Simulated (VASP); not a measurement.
# BN (P6_3/mmc) in VASP: notebook

The runs below take BN through electric field gradients, with PBE.

Program: VASP 6.6.1. These are calculated values, not measurements. Logs are shortened: lines on timing, memory, paths and dates and some standing lists are left out, and cuts for length are marked.

## 1. The cell of the first run

The structure is hexagonal, space group P6_3/mmc (No. 194). Conventional cell: a = 2.470 Å, b = 2.470 Å, c = 6.571 Å, α = 90.00°, β = 90.00°, γ = 120.00°. Within 1.9 Å of B (site symmetry -6m2) lie 3 N at 1.43 Å. N (site symmetry -6m2) has 3 B at 1.43 Å within 1.9 Å.

## 2. Electric field gradients, PBE (volume scaled by 0.96)

File INCAR:

```
ALGO     = Normal         # electronic algorithm
EDIFF    = 1E-8           # SCF threshold, eV
ENCUT    = 520            # plane-wave cutoff, eV
GGA      = PE             # functional
ISIF     = 2              # what is computed and relaxed
ISMEAR   = -1             # smearing method
LASPH    = T              # aspherical terms in the spheres
LCHARG   = F              # write CHGCAR
LEFG     = T            
LREAL    = F              # projectors in reciprocal space
LWAVE    = F              # write WAVECAR
NBANDS   = 16             # bands
NELM     = 100            # most SCF steps
PREC     = Accurate       # precision mode
SIGMA    = 0.02           # smearing width, eV
```

File KPOINTS:

```
k-points
0
Gamma
  11 11 4
```

File POSCAR:

```
BN
1.0
    2.4701498301      0.0000000000      0.0000000000
   -1.2350749151      2.1392125040      0.0000000000
    0.0000000000      0.0000000000      6.5711727478
B N
2 2
Direct
    0.3333333333      0.6666666667      0.2500000000
    0.6666666667      0.3333333333      0.7500000000
    0.3333333333      0.6666666667      0.7500000000
    0.6666666667      0.3333333333      0.2500000000
```

Potentials or basis: VASP PAW PBE potentials, release 64 (B, N).

The run is started by

```sh
$ cat potpaw_PBE.64/B/POTCAR potpaw_PBE.64/N/POTCAR > POTCAR
$ mpirun -np 1 vasp_std > vasp.out
```

OUTCAR:

```text
EDIFF = 1E-8
   ENCUT = 520
   GGA = PE
   ISIF = 2
   ISMEAR = -1
   LASPH = T
   LREAL = F
   NELM = 100
   PREC = Accurate

 ion  position               nearest neighbor table
   1  0.333  0.667  0.250-   4 1.43   4 1.43   4 1.43
   2  0.667  0.333  0.750-   3 1.43   3 1.43   3 1.43
   3  0.333  0.667  0.750-   2 1.43   2 1.43   2 1.43
   4  0.667  0.333  0.250-   1 1.43   1 1.43   1 1.43

  LATTYP: Found a hexagonal cell.
 ALAT       =     2.4701498301
 C/A-ratio  =     2.6602324554

  Lattice vectors:

 A1 = (   2.4701498301,   0.0000000000,   0.0000000000)
 A2 = (  -1.2350749151,   2.1392125040,   0.0000000000)
 A3 = (   0.0000000000,   0.0000000000,   6.5711727478)

Analysis of symmetry for initial positions (statically):
=====================================================================
 Subroutine PRICEL returns:
 Original cell was already a primitive cell.

 Routine SETGRP: Setting up the symmetry group for a
 hexagonal supercell.

 Subroutine GETGRP returns: Found 24 space group operations
 (whereof 12 operations were pure point group operations)
 out of a pool of 24 trial point group operations.

The static configuration has the point symmetry D_3d.
 The point group associated with its full space group is D_6h.

Analysis of symmetry for dynamics (positions and initial velocities):
=====================================================================
 Subroutine PRICEL returns:
 Original cell was already a primitive cell.

 Routine SETGRP: Setting up the symmetry group for a
 hexagonal supercell.

 Subroutine GETGRP returns: Found 24 space group operations
 (whereof 12 operations were pure point group operations)
 out of a pool of 24 trial point group operations.

The dynamic configuration has the point symmetry D_3d.
 The point group associated with its full space group is D_6h.

 Subroutine INISYM returns: Found 24 space group operations
 (whereof 12 operations are pure point group operations),
 and found     1 'primitive' translations

----------------------------------------------------------------------------------------

                                     Primitive cell

  volume of cell :      34.7232

  direct lattice vectors                    reciprocal lattice vectors
     2.470149830  0.000000000  0.000000000     0.404833742  0.233730870  0.000000000
    -1.235074915  2.139212504  0.000000000     0.000000000  0.467461740  0.000000000
     0.000000000  0.000000000  6.571172748     0.000000000  0.000000000  0.152179837

  length of vectors
     2.470149830  2.470149830  6.571172748     0.467461740  0.467461740  0.152179837

  position of ions in fractional coordinates (direct lattice)
     0.333333333  0.666666667  0.250000000
     0.666666667  0.333333333  0.750000000
     0.333333333  0.666666667  0.750000000
     0.666666667  0.333333333  0.250000000

  ion indices of the primitive-cell ions
   primitive index   ion index
                 1           1
                 2           2
                 3           3
                 4           4

----------------------------------------------------------------------------------------

 KPOINTS: k-points

Automatic generation of k-mesh.
 Grid dimensions read from file:
 generate k-points for:   11   11    4

 Generating k-lattice:

  Cartesian coordinates                     Fractional coordinates (reciprocal lattice)
     0.036803067  0.021248261  0.000000000     0.090909091 -0.000000000  0.000000000
     0.000000000  0.042496522  0.000000000     0.000000000  0.090909091  0.000000000
     0.000000000  0.000000000  0.038044959     0.000000000  0.000000000  0.250000000

  Length of vectors
     0.042496522  0.042496522  0.038044959

  Shift w.r.t. Gamma in fractional coordinates (k-lattice)
     0.000000000  0.000000000  0.000000000

 Subroutine IBZKPT returns following result:
 ===========================================

 Found     48 irreducible k-points:

 Following reciprocal coordinates:
            Coordinates               Weight
  0.000000  0.000000  0.000000      1.000000
  0.090909 -0.000000  0.000000      6.000000
  0.181818 -0.000000  0.000000      6.000000
  0.272727 -0.000000  0.000000      6.000000
  0.363636 -0.000000  0.000000      6.000000
  0.454545 -0.000000  0.000000      6.000000
[... 16 lines left out ...]
  0.090909  0.090909  0.250000     12.000000
  0.181818  0.090909  0.250000     24.000000
 [... further k-points ...]
   k-points           NKPTS =     48   k-points in BZ     NKDIM =     48   number of bands    NBANDS=     16
   number of dos      NEDOS =    301   number of ions     NIONS =      4
   total plane-waves  NPLWV =  16200
   dimension x,y,z NGX =    18 NGY =   18 NGZ =   50
   dimension x,y,z NGXF=    36 NGYF=   36 NGZF=  100
   ions per type =               2   2
   NGX,Y,Z   is equivalent  to a cutoff of  12.11, 12.11, 12.65 a.u.
   NGXF,Y,Z  is equivalent  to a cutoff of  24.23, 24.23, 25.30 a.u.
 SYSTEM =  unknown system
   PREC   = accura    normal or accurate (medium, high low for compatibility)
   ISTART =      0    job   : 0-new  1-cont  2-samecut
   ICHARG =      2    charge: 1-file 2-atom 10-const
   ISPIN  =      1    spin polarized calculation?
   LNONCOLLINEAR =      F non collinear calculations
   LSORBIT =      F    spin-orbit coupling
   LASPH  =      T    aspherical Exc in radial PAW
   ENCUT  =  520.0 eV  38.22 Ry    6.18 a.u.   4.59  4.59 12.22*2*pi/ulx,y,z
   NELM   =    100;   NELMIN=  2; NELMDL= -5     # of ELM steps
   EDIFF  = 0.1E-07   stopping-criterion for ELM
   LREAL  =      F    real-space projection
   EDIFFG = 0.1E-06   stopping-criterion for IOM
   NSW    =      0    number of steps for IOM
   IBRION =     -1    ionic relax: 0-MD 1-quasi-New 2-CG
   NFREE  =      0    steps in history (QN), initial steepest desc. (CG)
   ISIF   =      2    stress and relaxation
   ISYM   =      2    0-nonsym 1-usesym 2-fastsym
   POTIM  = 0.5000    time-step for ionic-motion
   TEBEG  =    0.0;   TEEND  =   0.0 temperature during run
   PSTRESS=    0.0 pullay stress
   NELECT =      16.0000    total number of electrons
   NUPDOWN=      -1.0000    fix difference up-down
   EMIN   =  10.00;   EMAX   =-10.00  energy-range for DOS
   EFERMI =   0.00;   METHOD = LEGACY
   ISMEAR =    -1;   SIGMA  =   0.02  broadening in eV -4-tet -1-fermi 0-gaus
   EFERMI_NEDOS =   21; number of points for ismear=-14 and -15
   IALGO  =     38    algorithm
   IMIX   =      4    mixing-type and parameters
     AMIX     =   0.40;   BMIX     =  1.00
     AMIX_MAG =   1.60;   BMIX_MAG =  1.00
  volume/ion in A,a.u.               =       8.68        58.58
  Fermi-wavevector in a.u.,A,eV,Ry     =   1.264469  2.389500 21.754102  1.598881
  Thomas-Fermi vector in A             =   2.397772
   LORBIT       =      0    0 simple, 1 ext, 2 COOP (PROOUT), +10 PAW based schemes
   GGA     = PE    functional components
   LHFCALC =     F    Hartree Fock is set to
   AEXX    =    0.0000 exact exchange contribution
   IVDW    =     0    specifies the selected vdW correction
   LEPSILON=     F    determine dielectric tensor
   LRPA    =     F    only Hartree local field effects (RPA)
 non-spin polarized calculation
  energy-cutoff  :      520.00
  volume of cell :       34.72
 maximum number of plane-waves:       955
   NGX =  9   NGY =  9   NGZ = 25

 number of electron      15.9999997 magnetization

 Free energy of the ion-electron system (eV)
  ---------------------------------------------------
  ext. energy  EPLUGINS =         0.00000000
  ---------------------------------------------------
  free energy    TOTEN  =       -35.07518615 eV

  energy without entropy =      -35.07518615  energy(sigma->0) =      -35.07518615

 E-fermi :   2.9898     XC(G=0): -10.2236

 val. band max:        2.5662416482   @ k =   0.3636   0.2727   0.0000
 cond. band min:       6.9510377404   @ k =   0.4545   0.0909   0.0000
 fundamental gap:      4.3847960921
 Fermi energy:         2.9898161725

 k-point     1 :       0.0000    0.0000    0.0000
  band No.  band energies     occupation
      1     -15.5176      2.00000
      2     -15.2029      2.00000
      3      -3.9280      2.00000
      4      -1.7213      2.00000
      5       1.2554      2.00000
      6       1.2554      2.00000
[... 433 lines left out ...]
      3      -2.2611      2.00000
      4      -2.1673      2.00000
      5      -2.0286      2.00000
      6      -0.6980      2.00000
[... 8 lines left out ...]
     15      17.9499      0.00000
     16      17.9791      0.00000

 [... further k-points ...]
[... 5 lines left out ...]
  --------------------------------------------------------------------------------------
  -------------------------------------------------------------------------------------
  Total        4.2785663      4.2785663      0.7111543     -0.0000000      0.0000000      0.0000000
  in kB      197.4189054    197.4189054     32.8136319     -0.0000000      0.0000000      0.0000000
  external PRESSURE =     142.5504809 kB  Pullay stress =       0.0000000 kB

 VOLUME and BASIS-vectors are now :
 -----------------------------------------------------------------------------
  energy-cutoff  :      520.00
  volume of cell :       34.72
      direct lattice vectors                 reciprocal lattice vectors
     2.470149830  0.000000000  0.000000000     0.404833742  0.233730870  0.000000000
    -1.235074915  2.139212504  0.000000000     0.000000000  0.467461740  0.000000000
     0.000000000  0.000000000  6.571172748     0.000000000  0.000000000  0.152179837

 POSITION                                       TOTAL-FORCE (eV/Angst)
 -----------------------------------------------------------------------------------
     -0.00000      1.42614      1.64279        -0.000000     -0.000000      0.000000
      1.23507      0.71307      4.92838         0.000000      0.000000      0.000000
     -0.00000      1.42614      4.92838        -0.000000      0.000000      0.000000
      1.23507      0.71307      1.64279        -0.000000     -0.000000      0.000000
 -----------------------------------------------------------------------------------
    total drift:                               -0.000000      0.000000      0.000000

  FREE ENERGIE OF THE ION-ELECTRON SYSTEM (eV)
  ---------------------------------------------------
  free  energy   TOTEN  =       -35.0751861543 eV

  energy  without entropy=      -35.0751861543  energy(sigma->0) =      -35.07518615

 Electric field gradients (V/A^2)
---------------------------------------------------------------------
 ion       V_xx      V_yy      V_zz      V_xy      V_xz      V_yz
---------------------------------------------------------------------
   1     -18.031   -18.031    36.062     0.000    -0.000    -0.000
   2     -18.031   -18.031    36.062     0.000    -0.000    -0.000
   3      -2.984    -2.985     5.969    -0.002     0.000     0.000
   4      -2.984    -2.985     5.969    -0.002     0.000     0.000
---------------------------------------------------------------------

 Electric field gradients after diagonalization (V/A^2)
 (convention: |V_zz| > |V_xx| > |V_yy|)
----------------------------------------------------------------------
 ion       V_xx      V_yy      V_zz     asymmetry (V_yy - V_xx)/ V_zz
----------------------------------------------------------------------
   1     -18.031   -18.031    36.062       0.000
   2     -18.031   -18.031    36.062       0.000
   3      -2.986    -2.983     5.969       0.001
   4      -2.986    -2.983     5.969       0.001
----------------------------------------------------------------------

           NMR quadrupolar parameters

 Cq : quadrupolar parameter    Cq=e*Q*V_zz/h
 eta: asymmetry parameters     (V_yy - V_xx)/ V_zz
 Q  : nuclear electric quadrupole moment in mb (millibarn)
----------------------------------------------------------------------
 ion       Cq(MHz)       eta       Q (mb)
----------------------------------------------------------------------
   1       0.087       0.000       1.000
   2       0.087       0.000       1.000
   3       0.014       0.001       1.000
   4       0.014       0.001       1.000
----------------------------------------------------------------------
```

Run time: 11 s. Hardware: 1 thread of Intel Xeon 6975P-C (Granite Rapids), shared host; peak memory 0.15 GiB.

Results:

```
Free energy            : -35.0752 eV
Pressure               : 14.3 GPa
Band gap on the k mesh : 4.38 eV, indirect (least direct gap 4.77 eV)
```

Levels at points of the mesh, in eV from the valence-band top:
| k point | band 5 | band 6 | band 7 | band 8 | band 9 | band 10 | band 11 | band 12 |
| --- | --- | --- | --- | --- | --- | --- | --- | --- |
| (0.00, 0.00, 0.00) | -1.31 | -1.31 | -1.27 | -1.27 | 5.29 | 10.56 | 11.86 | 11.86 |
| (0.00, 0.00, 0.50) | -1.29 | -1.29 | -1.29 | -1.29 | 7.77 | 7.77 | 11.92 | 11.92 |

Electric field gradients, principal values (V/Å²):
```
atom    least   middle  greatest (by size)
 1 B  -18.031  -18.031              36.062
 2 B  -18.031  -18.031              36.062
 3 N   -2.983   -2.986               5.969
 4 N   -2.983   -2.986               5.969
```

Caveat: without QUAD_EFG the Cq values of the log hold for a quadrupole moment of 1 mb, not for the nuclei; this functional lacks dispersion, which binds the layers, so the pressure and a relaxed spacing across them are unreliable.

(Part 1 of 2 ends here.)
